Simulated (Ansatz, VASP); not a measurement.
Two plane-wave programs on MnS

```
CELL_PARAMETERS angstrom
0.00000 2.60450 2.60450
2.60450 0.00000 2.60450
2.60450 2.60450 0.00000
ATOMIC_POSITIONS crystal
Mn 0.00000 0.00000 0.00000
S 0.50000 0.50000 0.50000
```

Alike in both runs: task single point; functional r2SCAN; dispersion D4; k mesh 9 × 9 × 9; occupations fermi-dirac, width 0.05 eV; collinear spin.

```csv
,VASP,Ansatz
version,VASP 6.6.1,Ansatz 0.2.0
potentials or method,"VASP PAW PBE potentials, release 64 (Mn_pv, S)",Ansatz PAW
plane-wave cutoff (eV),520,500
valence electrons in the cell,19,21
```

VASP gave:

* gap on the k mesh at the Fermi level (eV): none
* pressure (GPa): -0.7
* net moment per atom (μB): 2.49
* size of the moment on the site where the two differ most (μB): 4.50

Q: What did Ansatz give for the same quantities?

A: gap on the k mesh at the Fermi level (eV): none; pressure (GPa): -0.7; net moment per atom (μB): 2.49; size of the moment on the site where the two differ most (μB): 4.45.

VASP's potentials were made for PBE, not for r2SCAN. Site moments also hang on the region over which each program counts them. A gap of «none» marks a metal or a gap that the smearing closes. VASP's potentials hold 19 valence electrons a cell and Ansatz's 21, so a difference there can come from the potentials and not from the codes.

Noted on Ansatz's run: the magnetic or orbital state may not be the lowest.
